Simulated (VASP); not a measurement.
Input of a VASP 6.6.1 run:

The input INCAR:

```
ALGO = Normal
EDIFF = 1E-6
ENCUT = 520
GGA = PE
ISIF = 2
ISMEAR = -1
LASPH = True
LCHARG = False
LREAL = False
LWAVE = False
NBANDS = 11
NELM = 80
PREC = Accurate
SIGMA = 0.05
```

Contents of KPOINTS:

```
k-points
0
Gamma
  12 12 12
```

File POSCAR:

```
Pd
1.0
    0.0000000000      1.9371444159      1.9371444159
    1.9371444159      0.0000000000      1.9371444159
    1.9371444159      1.9371444159      0.0000000000
Pd
1
Direct
    0.0000000000      0.0000000000      0.0000000000
```

Potentials or basis: VASP PAW PBE potentials, release 64 (Pd).

Command:

```bash
$ cat potpaw_PBE.64/Pd/POTCAR > POTCAR
$ mpirun -np 1 vasp_std > vasp.out
```

(1) What does it give for the band gap on the k mesh?

(2) Predict the pressure.

## Answers

(1) zero (band 5 reaches 10.32 eV, above the bottom of band 6 at 8.69 eV).

(2) 9.7 GPa.
